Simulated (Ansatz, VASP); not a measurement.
# CuO2 in VASP and in Ansatz

```
Cu O
1.0
     2.42129    0.00000    0.00000
     0.00000    6.44595    0.00000
     0.00000    0.00000    7.06704
Cu O
1 2
Cartesian
  0.0000 3.2230 0.0000
  0.0000 3.2230 2.9147
  0.0000 3.2230 4.1523
```

Alike in both runs: task single point; functional PBE; k mesh 9 × 4 × 4; occupations methfessel-paxton of order 1, width 0.3 eV; collinear spin.

```csv
,VASP,Ansatz
version,VASP 6.6.1,Ansatz 0.2.0
potentials or method,"VASP PAW PBE potentials, release 64 (Cu, O)","plane waves, PAW"
plane-wave cutoff (eV),520,420
valence electrons in the cell,23,31
```

|  | VASP | Ansatz | Ansatz less VASP |
| --- | --- | --- | --- |
| rms of the force components (eV/Å) | 0.188 | 0.351 | +0.1625 |
| net moment per atom (μB) | 0.00 | 0.45 | +0.449 |
| size of the moment on the site where the two differ most (μB) | 0.00 | 0.33 | +0.333 |

The net moments are unlike, so the other rows may belong to different states. Site moments also hang on the region over which each program counts them. Atom by atom the forces differ by 0.539 eV/Å (rms over components). VASP's potentials hold 23 valence electrons a cell and Ansatz's 31, so a difference there can come from the potentials and not from the codes. Ansatz's warnings: stability check not made.

Noted on VASP's run: the standard files for N, O and F lose accuracy on very short bonds.
